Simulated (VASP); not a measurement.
# HfB2 (P6/mmm) in VASP: a series of runs

HfB2 is run at these levels: r2SCAN; tasks: single point.

Program: VASP 6.6.1. These are calculated values, not measurements. Logs are shortened: lines on timing, memory, paths and dates and some standing lists are left out, and cuts for length are marked.

**1. The cell of the first run**

Symmetry: P6/mmm, No. 191, hexagonal system. Conventional cell: a = 3.140 Å, b = 3.140 Å, c = 3.480 Å, α = 90.00°, β = 90.00°, γ = 120.00°. Within 3.3 Å of Hf (site symmetry 6/mmm) lie 12 B at 2.51 Å and 6 Hf at 3.14 Å. B (site symmetry -6m2) has 3 B at 1.81 Å within 2.4 Å.

**2. Single point, r2SCAN**

Input file POSCAR:

```
HfB2
1.0
    3.1400000000      0.0000000000      0.0000000000
   -1.5700000000      2.7193197679      0.0000000000
    0.0000000000      0.0000000000      3.4800000000
Hf B
1 2
Direct
    0.0000000000      0.0000000000      0.0000000000
    0.3333333333      0.6666666667      0.5000000000
    0.6666666667      0.3333333333      0.5000000000
```

Input file INCAR.step1:

```
ALGO = Normal ; EDIFF = 1E-4
ENCUT = 520 ; GGA = PE
ISMEAR = 1 ; LASPH = True
LCHARG = False ; LREAL = False
LWAVE = True ; NBANDS = 15
NELM = 100 ; PREC = Accurate
SIGMA = 0.1
```

Input file INCAR.step2:

```
ALGO = Normal ; EDIFF = 1E-6
ENCUT = 520 ; ISIF = 2
ISMEAR = 1 ; ISTART = 1
LASPH = True ; LCHARG = True
LELF = True ; LMIXTAU = True
LREAL = False ; LVHAR = True
LWAVE = False ; METAGGA = R2SCAN
NBANDS = 15 ; NELM = 100
PREC = Accurate ; SIGMA = 0.1
```

Input file KPOINTS:

```
k-points
0
Gamma
  5 5 4
```

Potentials or basis: VASP PAW PBE potentials, release 64 (Hf_pv, B).

Command:

```
$ cat potpaw_PBE.64/Hf_pv/POTCAR potpaw_PBE.64/B/POTCAR > POTCAR
$ cp INCAR.step1 INCAR
$ mpirun -np 1 vasp_std > vasp.out
$ cp INCAR.step2 INCAR
$ mpirun -np 1 vasp_std > vasp.out
```

OUTCAR:

```text
EDIFF = 1E-6
   ENCUT = 520
   ISIF = 2
   ISMEAR = 1
   ISTART = 1
   LASPH = True
   LREAL = False
   METAGGA = R2SCAN
   NELM = 100
   PREC = Accurate

 ion  position               nearest neighbor table
   1  0.000  0.000  0.000-   2 2.51   3 2.51   2 2.51   3 2.51   3 2.51   3 2.51   2 2.51   2 2.51
                             3 2.51   3 2.51   2 2.51   2 2.51
   2  0.333  0.667  0.500-   3 1.81   3 1.81   3 1.81   1 2.51   1 2.51   1 2.51   1 2.51   1 2.51
                             1 2.51
   3  0.667  0.333  0.500-   2 1.81   2 1.81   2 1.81   1 2.51   1 2.51   1 2.51   1 2.51   1 2.51
                             1 2.51

  LATTYP: Found a hexagonal cell.
 ALAT       =     3.1400000000
 C/A-ratio  =     1.1082802548

  Lattice vectors:

 A1 = (   3.1400000000,   0.0000000000,   0.0000000000)
 A2 = (  -1.5700000000,   2.7193197679,   0.0000000000)
 A3 = (   0.0000000000,   0.0000000000,   3.4800000000)

Analysis of symmetry for initial positions (statically):
=====================================================================
 Subroutine PRICEL returns:
 Original cell was already a primitive cell.

 Routine SETGRP: Setting up the symmetry group for a
 hexagonal supercell.

 Subroutine GETGRP returns: Found 24 space group operations
 (whereof 24 operations were pure point group operations)
 out of a pool of 24 trial point group operations.

The static configuration has the point symmetry D_6h.

Analysis of symmetry for dynamics (positions and initial velocities):
=====================================================================
 Subroutine PRICEL returns:
 Original cell was already a primitive cell.

 Routine SETGRP: Setting up the symmetry group for a
 hexagonal supercell.

 Subroutine GETGRP returns: Found 24 space group operations
 (whereof 24 operations were pure point group operations)
 out of a pool of 24 trial point group operations.

The dynamic configuration has the point symmetry D_6h.

 Subroutine INISYM returns: Found 24 space group operations
 (whereof 24 operations are pure point group operations),
 and found     1 'primitive' translations

----------------------------------------------------------------------------------------

                                     Primitive cell

  volume of cell :      29.7146

  direct lattice vectors                    reciprocal lattice vectors
     3.140000000  0.000000000  0.000000000     0.318471338  0.183869512  0.000000000
[... 90 lines left out ...]
   NUPDOWN=      -1.0000    fix difference up-down
   EMIN   =  10.00;   EMAX   =-10.00  energy-range for DOS
   EFERMI =   0.00;   METHOD = LEGACY
   ISMEAR =     1;   SIGMA  =   0.10  broadening in eV -4-tet -1-fermi 0-gaus
   EFERMI_NEDOS =   21; number of points for ismear=-14 and -15
   IALGO  =     38    algorithm
   IMIX   =      4    mixing-type and parameters
     AMIX     =   0.40;   BMIX     =  1.00
     AMIX_MAG =   1.60;   BMIX_MAG =  1.00
  volume/ion in A,a.u.               =       9.90        66.84
  Fermi-wavevector in a.u.,A,eV,Ry     =   1.331860  2.516850 24.134693  1.773850
  Thomas-Fermi vector in A             =   2.460838
   LORBIT       =      0    0 simple, 1 ext, 2 COOP (PROOUT), +10 PAW based schemes
   METAGGA = R2SCAN    functional components
   LHFCALC =     F    Hartree Fock is set to
   AEXX    =    0.0000 exact exchange contribution
   IVDW    =     0    specifies the selected vdW correction
   LEPSILON=     F    determine dielectric tensor
   LRPA    =     F    only Hartree local field effects (RPA)
 non-spin polarized calculation
 Methfessel and Paxton  Order N= 1 SIGMA  =   0.10
  energy-cutoff  :      520.00
  volume of cell :       29.71
 maximum number of plane-waves:       816
 NGX is ok and might be reduce to    24
   NGX = 11   NGY = 11   NGZ = 13

 number of electron      15.9999997 magnetization

 Free energy of the ion-electron system (eV)
  ---------------------------------------------------
  ext. energy  EPLUGINS =         0.00000000
  ---------------------------------------------------
  free energy    TOTEN  =       -63.06511773 eV

  energy without entropy =      -63.06342516  energy(sigma->0) =      -63.06455354

 E-fermi :   7.4762     XC(G=0): -13.5483

 val. band max:        7.4762193181   @ k =   0.4000   0.2000   0.0000
 cond. band min:       7.9089506913   @ k =   0.0000   0.0000   0.2500
 fundamental gap:      0.4327313733
 Fermi energy:         7.4762193182

 k-point     1 :       0.0000    0.0000    0.0000
  band No.  band energies     occupation
      1     -24.1735      2.00000
      2     -23.6534      2.00000
      3     -23.6534      2.00000
      4      -6.9602      2.00000
      5       4.6091      2.00000
      6       4.6416      2.00000
      7       4.6655      2.00000
      8       4.6655      2.00000
      9      11.9423      0.00000
     10      11.9423      0.00000
     11      12.6588      0.00000
     12      12.6588      0.00000
     13      12.8213      0.00000
     14      12.8841      0.00000
[... 239 lines left out ...]
      2     -24.2560      2.00000
      3     -23.9734      2.00000
      4      -2.9002      2.00000
      5      -1.0823      2.00000
      6       1.9861      2.00000
      7       3.6186      2.00000
      8       4.4561      2.00000
      9      12.4016      0.00000
     10      13.7360      0.00000
     11      14.3921      0.00000
     12      14.6066      0.00000
     13      15.2070      0.00000
     14      15.9403      0.00000
     15      16.4477      0.00000

------------------------ aborting loop because EDIFF is reached ----------------------------------------

  FORCE on cell =-STRESS in cart. coord.  units (eV):
  Direction    XX          YY          ZZ          XY          YZ          ZX
  --------------------------------------------------------------------------------------
  -------------------------------------------------------------------------------------
  Total       -0.1087586     -0.1087586     -0.3793233      0.0000000     -0.0000000     -0.0000000
  in kB       -5.8641482     -5.8641482    -20.4527144      0.0000000     -0.0000000     -0.0000000
  external PRESSURE =     -10.7270036 kB  Pullay stress =       0.0000000 kB

 VOLUME and BASIS-vectors are now :
 -----------------------------------------------------------------------------
  energy-cutoff  :      520.00
  volume of cell :       29.71
      direct lattice vectors                 reciprocal lattice vectors
     3.140000000  0.000000000  0.000000000     0.318471338  0.183869512  0.000000000
    -1.570000000  2.719319768  0.000000000     0.000000000  0.367739025  0.000000000
     0.000000000  0.000000000  3.480000000     0.000000000  0.000000000  0.287356322

 POSITION                                       TOTAL-FORCE (eV/Angst)
 -----------------------------------------------------------------------------------
      0.00000      0.00000      0.00000         0.000000      0.000000      0.000000
     -0.00000      1.81288      1.74000         0.000000      0.000000     -0.000000
      1.57000      0.90644      1.74000        -0.000000     -0.000000      0.000000
 -----------------------------------------------------------------------------------
    total drift:                               -0.000000      0.000000      0.000000

  FREE ENERGIE OF THE ION-ELECTRON SYSTEM (eV)
  ---------------------------------------------------
  free  energy   TOTEN  =       -63.0651177297 eV

  energy  without entropy=      -63.0634251612  energy(sigma->0) =      -63.06455354
```

Run time: 27 s. Hardware: 1 thread of Intel Xeon 6455B, shared host; peak memory 0.15 GiB.

What came out:

```yaml
Free_energy: -63.0651 eV
Pressure: -1.1 GPa
Band_gap_on_the_k_mesh: zero (band 8 reaches 8.05 eV, above the bottom of band 9 at 7.48 eV)
```

Levels at points of the mesh, in eV from the Fermi level:
```
           k point  band 5  band 6  band 7  band 8  band 9  band 10  band 11  band 12
(0.00, 0.00, 0.00)   -2.87   -2.83   -2.81   -2.81    4.47     4.47     5.18     5.18
(0.00, 0.00, 0.50)   -8.61   -1.03   -1.03    0.57    0.57     1.32     1.32     2.65
```

Caveat: the k points lie up to 0.46 Å⁻¹ apart; the PAW data sets were made with another functional, which shifts forces and pressure a little; spin-orbit coupling is left out, which moves the levels of the heavy elements.

(Continued in part 2 of 2.)
